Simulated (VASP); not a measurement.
# Te2Mo (R-3m) in VASP: single point with PBE+U

Aim: the single point of Te2Mo with PBE+U.

Everything below comes from runs of VASP 6.6.1. Logs are shortened: lines on timing, memory, paths and dates and some standing lists are left out, and cuts for length are marked.

## Step 1: The cell of the first run

Symmetry: R-3m, No. 166, trigonal system. Conventional cell: a = 4.143 Å, b = 4.143 Å, c = 18.790 Å, α = 90.00°, β = 90.00°, γ = 120.00°. Mo (site symmetry -3m) has 6 Te at 2.84 Å within 3.7 Å. Te (site symmetry 3m) has 3 Mo at 2.84 Å within 3.7 Å.

## Step 2: Single point, PBE+U, collinear spin

INCAR

```
  PREC = Accurate
  ENCUT = 520
  EDIFF = 1E-6
  ISMEAR = 0
  SIGMA = 0.05
  LREAL = False
  LASPH = True
  NELM = 150
  ALGO = Normal
  ISIF = 2
  LWAVE = False
  LCHARG = True
  ISPIN = 2
  MAGMOM = 2 0 0
  LORBIT = 11
  LMAXMIX = 4
  LDAU = True
  LDAUTYPE = 2
  LDAUL = 2 -1
  LDAUU = 2 0
  LDAUJ = 0 0
  LDAUPRINT = 1
  GGA = PE
  LELF = True
  LVHAR = True
  NBANDS = 24
```

KPOINTS

```
regular mesh
0
Gamma
  5 5 5
```

POSCAR

```
Te2Mo
1.0
    2.0716729200      1.1960809200      6.2634474900
   -2.0716729200      1.1960809200      6.2634474900
    0.0000000000     -2.3921618400      6.2634474900
Mo Te
1 2
Direct
    0.0000000000      0.0000000000      0.0000000000
    0.2520000000      0.2520000000      0.2520000000
    0.7480000000      0.7480000000      0.7480000000
```

Potentials or basis: VASP PAW PBE potentials, release 64 (Mo_sv, Te).

The run is started by

```sh
$ cat potpaw_PBE.64/Mo_sv/POTCAR potpaw_PBE.64/Te/POTCAR > POTCAR
$ mpirun -np 1 vasp_std > vasp.out
```

OUTCAR:

```text
PREC = Accurate
   ENCUT = 520
   EDIFF = 1E-6
   ISMEAR = 0
   LREAL = False
   LASPH = True
   NELM = 150
   ISIF = 2
   ISPIN = 2
   LORBIT = 11
   GGA = PE

 ion  position               nearest neighbor table
   1  0.000  0.000  0.000-   3 2.84   3 2.84   2 2.84   2 2.84   3 2.84   2 2.84
   2  0.252  0.252  0.252-   1 2.84   1 2.84   1 2.84
   3  0.748  0.748  0.748-   1 2.84   1 2.84   1 2.84

  LATTYP: Found a trigonal (rhomboedric) cell.
 ALAT       =     6.7047157072
 COS(alpha) =     0.8090535275

  Lattice vectors:

 A1 = (   2.0716729200,   1.1960809200,   6.2634474900)
 A2 = (  -2.0716729200,   1.1960809200,   6.2634474900)
 A3 = (   0.0000000000,  -2.3921618400,   6.2634474900)

Analysis of symmetry for initial positions (statically):
=====================================================================
 Subroutine PRICEL returns:
 Original cell was already a primitive cell.

 Routine SETGRP: Setting up the symmetry group for a
 trigonal (rhombohedral) supercell.

 Subroutine GETGRP returns: Found 12 space group operations
 (whereof 12 operations were pure point group operations)
 out of a pool of 12 trial point group operations.

The static configuration has the point symmetry D_3d.

Analysis of symmetry for dynamics (positions and initial velocities):
=====================================================================
 Subroutine PRICEL returns:
 Original cell was already a primitive cell.

 Routine SETGRP: Setting up the symmetry group for a
 trigonal (rhombohedral) supercell.

 Subroutine GETGRP returns: Found 12 space group operations
 (whereof 12 operations were pure point group operations)
 out of a pool of 12 trial point group operations.

The dynamic configuration has the point symmetry D_3d.

Analysis of structural, dynamic, and magnetic symmetry:
=====================================================================
 Subroutine PRICEL returns:
 Original cell was already a primitive cell.

 Routine SETGRP: Setting up the symmetry group for a
 trigonal (rhombohedral) supercell.

 Subroutine GETGRP returns: Found 12 space group operations
 (whereof 12 operations were pure point group operations)
 out of a pool of 12 trial point group operations.

The overall configuration has the point symmetry D_3d.

 Subroutine INISYM returns: Found 12 space group operations
 (whereof 12 operations are pure point group operations),
 and found     1 'primitive' translations

----------------------------------------------------------------------------------------

                                     Primitive cell

  volume of cell :      93.1207

  direct lattice vectors                    reciprocal lattice vectors
     2.071672920  1.196080920  6.263447490     0.241350840  0.139343972  0.053218828
    -2.071672920  1.196080920  6.263447490    -0.241350840  0.139343972  0.053218828
     0.000000000 -2.392161840  6.263447490     0.000000000 -0.278687945  0.053218828

  length of vectors
     6.704715707  6.704715707  6.704715708     0.283723835  0.283723835  0.283723834

  position of ions in fractional coordinates (direct lattice)
     0.000000000  0.000000000  0.000000000
     0.252000000  0.252000000  0.252000000
     0.748000000  0.748000000  0.748000000

  ion indices of the primitive-cell ions
   primitive index   ion index
                 1           1
                 2           2
                 3           3

----------------------------------------------------------------------------------------

 KPOINTS: regular mesh

Automatic generation of k-mesh.
 Grid dimensions read from file:
[... 72 lines left out ...]
   EMIN   =  10.00;   EMAX   =-10.00  energy-range for DOS
   EFERMI =   0.00;   METHOD = LEGACY
   ISMEAR =     0;   SIGMA  =   0.05  broadening in eV -4-tet -1-fermi 0-gaus
   EFERMI_NEDOS =   21; number of points for ismear=-14 and -15
   IALGO  =     38    algorithm
   IMIX   =      4    mixing-type and parameters
     AMIX     =   0.40;   BMIX     =  1.00
     AMIX_MAG =   1.60;   BMIX_MAG =  1.00
  volume/ion in A,a.u.               =      31.04       209.47
  Fermi-wavevector in a.u.,A,eV,Ry     =   1.070000  2.022007 15.577312  1.144900
  Thomas-Fermi vector in A             =   2.205697
   LORBIT       =     11    0 simple, 1 ext, 2 COOP (PROOUT), +10 PAW based schemes
 LDA+U is selected, type is set to LDAUTYPE =  2
   angular momentum for each species LDAUL =     2   -1
   U (eV)           for each species LDAUU =   2.0  0.0
   J (eV)           for each species LDAUJ =   0.0  0.0
   GGA     = PE    functional components
   LHFCALC =     F    Hartree Fock is set to
   AEXX    =    0.0000 exact exchange contribution
   IVDW    =     0    specifies the selected vdW correction
   LEPSILON=     F    determine dielectric tensor
   LRPA    =     F    only Hartree local field effects (RPA)
 spin polarized calculation
 Gauss-broadening in eV      SIGMA  =   0.05
  energy-cutoff  :      520.00
  volume of cell :       93.12
 maximum number of plane-waves:      2555
 NGX is ok and might be reduce to    50
   NGX = 25   NGY = 25   NGZ = 25

atom =   1  type =  1  l = 2

 onsite density matrix

spin component  1

  0.6414 -0.0000 -0.0000 -0.1429 -0.0000
 -0.0000  0.5337 -0.0000 -0.0000 -0.1429
 -0.0000 -0.0000  0.7794  0.0000  0.0000
 -0.1429 -0.0000  0.0000  0.5337 -0.0000
 -0.0000 -0.1429  0.0000 -0.0000  0.6414

spin component  2

  0.1375 -0.0000 -0.0000  0.1026 -0.0000
 -0.0000  0.1931  0.0000 -0.0000  0.1026
 -0.0000  0.0000  0.0533  0.0000  0.0000
  0.1026 -0.0000  0.0000  0.1931 -0.0000
 -0.0000  0.1026  0.0000 -0.0000  0.1375

 occupancies and eigenvectors

  o =  0.0533  v =  0.0000  0.0000  0.0000  0.0000  0.0000  0.0000  0.0000  1.0000  0.0000 -0.0000      0.0000  0.0000  0.0000  0.0000  0.0000  0.0000  0.0000  0.0000  0.0000  0.0000
  o =  0.0590  v =  0.0000  0.0000  0.0000  0.0000  0.0000 -0.7943  0.0000 -0.0000  0.6076 -0.0000      0.0000  0.0000  0.0000  0.0000  0.0000  0.0000  0.0000  0.0000  0.0000  0.0000
  o =  0.0590  v =  0.0000  0.0000  0.0000  0.0000  0.0000  0.0000 -0.6076  0.0000  0.0000  0.7943      0.0000  0.0000  0.0000  0.0000  0.0000  0.0000  0.0000  0.0000  0.0000  0.0000
  o =  0.2716  v =  0.0000  0.0000  0.0000  0.0000  0.0000  0.6076  0.0000 -0.0000  0.7943 -0.0000      0.0000  0.0000  0.0000  0.0000  0.0000  0.0000  0.0000  0.0000  0.0000  0.0000
  o =  0.2716  v =  0.0000  0.0000  0.0000  0.0000  0.0000  0.0000 -0.7943 -0.0000  0.0000 -0.6076      0.0000  0.0000  0.0000  0.0000  0.0000  0.0000  0.0000  0.0000  0.0000  0.0000
  o =  0.4348  v = -0.5689 -0.0000  0.0000 -0.8224 -0.0000  0.0000  0.0000  0.0000  0.0000  0.0000      0.0000  0.0000  0.0000  0.0000  0.0000  0.0000  0.0000  0.0000  0.0000  0.0000
  o =  0.4348  v =  0.0000 -0.8224  0.0000  0.0000 -0.5689  0.0000  0.0000  0.0000  0.0000  0.0000      0.0000  0.0000  0.0000  0.0000  0.0000  0.0000  0.0000  0.0000  0.0000  0.0000
  o =  0.7403  v =  0.8224 -0.0000 -0.0000 -0.5689  0.0000  0.0000  0.0000  0.0000  0.0000  0.0000      0.0000  0.0000  0.0000  0.0000  0.0000  0.0000  0.0000  0.0000  0.0000  0.0000
  o =  0.7403  v = -0.0000 -0.5689 -0.0000  0.0000  0.8224  0.0000  0.0000  0.0000  0.0000  0.0000      0.0000  0.0000  0.0000  0.0000  0.0000  0.0000  0.0000  0.0000  0.0000  0.0000
  o =  0.7794  v =  0.0000  0.0000 -1.0000 -0.0000 -0.0000  0.0000  0.0000  0.0000  0.0000  0.0000      0.0000  0.0000  0.0000  0.0000  0.0000  0.0000  0.0000  0.0000  0.0000  0.0000

 number of electron      26.0000001 magnetization       2.3564135

 Free energy of the ion-electron system (eV)
  ---------------------------------------------------
  ext. energy  EPLUGINS =         0.00000000
  ---------------------------------------------------
  free energy    TOTEN  =       -15.00963153 eV

  energy without entropy =      -15.00899286  energy(sigma->0) =      -15.00931219

 E-fermi :   5.4865     XC(G=0):  -9.3488

 val. band max:        5.4685576113   @ k =   0.4000   0.4000   0.4000
 cond. band min:       5.5631589304   @ k =  -0.4000   0.4000   0.2000
 fundamental gap:      0.0946013192
 Fermi energy:         5.4865469646

 spin component 1

 k-point     1 :       0.0000    0.0000    0.0000
  band No.  band energies     occupation
      1     -56.0238      1.00000
      2     -30.1933      1.00000
      3     -30.1849      1.00000
      4     -30.1849      1.00000
      5      -6.2326      1.00000
      6      -4.5731      1.00000
[... 502 lines left out ...]
     23      13.7257      0.00000
     24      14.4884      0.00000
 Fermi energy:         5.4865469646

 spin component 2

 k-point     1 :       0.0000    0.0000    0.0000
  band No.  band energies     occupation
      1     -54.4389      1.00000
      2     -28.4385      1.00000
      3     -28.4385      1.00000
      4     -28.4018      1.00000
      5      -6.2882      1.00000
      6      -4.7340      1.00000
[... 502 lines left out ...]
     23      14.0895      0.00000
     24      14.7960      0.00000

------------------------ aborting loop because EDIFF is reached ----------------------------------------

  FORCE on cell =-STRESS in cart. coord.  units (eV):
  Direction    XX          YY          ZZ          XY          YZ          ZX
  --------------------------------------------------------------------------------------
  -------------------------------------------------------------------------------------
  Total       -1.4342950     -1.4342950      0.6220773      0.0000000     -0.0000000      0.0000000
  in kB      -24.6775828    -24.6775829     10.7030736      0.0000000     -0.0000000      0.0000000
  external PRESSURE =     -12.8840307 kB  Pullay stress =       0.0000000 kB

 VOLUME and BASIS-vectors are now :
 -----------------------------------------------------------------------------
  energy-cutoff  :      520.00
  volume of cell :       93.12
      direct lattice vectors                 reciprocal lattice vectors
     2.071672920  1.196080920  6.263447490     0.241350840  0.139343972  0.053218828
    -2.071672920  1.196080920  6.263447490    -0.241350840  0.139343972  0.053218828
     0.000000000 -2.392161840  6.263447490     0.000000000 -0.278687945  0.053218828

 POSITION                                       TOTAL-FORCE (eV/Angst)
 -----------------------------------------------------------------------------------
      0.00000      0.00000      0.00000         0.000000      0.000000      0.000000
      0.00000      0.00000      4.73517        -0.000000     -0.000000      0.062414
      0.00000      0.00000     14.05518        -0.000000     -0.000000     -0.062414
 -----------------------------------------------------------------------------------
    total drift:                               -0.000000     -0.000000     -0.000000

  FREE ENERGIE OF THE ION-ELECTRON SYSTEM (eV)
  ---------------------------------------------------
  free  energy   TOTEN  =       -15.0096315292 eV

  energy  without entropy=      -15.0089928585  energy(sigma->0) =      -15.00931219

 total charge

# of ion       s       p       d       tot
------------------------------------------
    1        2.261   6.107   3.804  12.172
    2        1.378   1.961   0.033   3.373
    3        1.378   1.961   0.033   3.373
--------------------------------------------------
tot          5.018  10.029   3.871  18.917

 magnetization (x)

# of ion       s       p       d       tot
------------------------------------------
    1        0.057   0.022   2.398   2.477
    2       -0.003  -0.166   0.009  -0.160
    3       -0.003  -0.166   0.009  -0.160
--------------------------------------------------
tot          0.050  -0.310   2.416   2.156
```

Run time: 7.1 min. Hardware: 1 thread of Intel Xeon 8259CL, shared host; peak memory 0.47 GiB.

Results:

* Free energy: -15.0096 eV
* Pressure: -1.3 GPa
* Largest force: 0.062 eV/Å
* Net moment: 2.36 μB per cell
* Site moments: Mo +2.48; Te -0.16 μB
* Valence electrons inside the program's atomic spheres: Mo 12.17; Te 3.37

Forces in eV/Å, atoms in the order of the input:
```
Mo   0.000  0.000  0.000
Te   0.000  0.000  0.062
Te   0.000  0.000 -0.062
```

Eigenvalues of the final occupation matrices:
```csv
site,spin,trace,eigenvalues
site 1 d,1,3.13,0.43 0.43 0.74 0.74 0.78
site 1 d,2,0.71,0.05 0.06 0.06 0.27 0.27
```

Caveat: spin-orbit coupling is left out, which moves the levels of the heavy elements; the U is typed as a test and isn't derived for this compound.
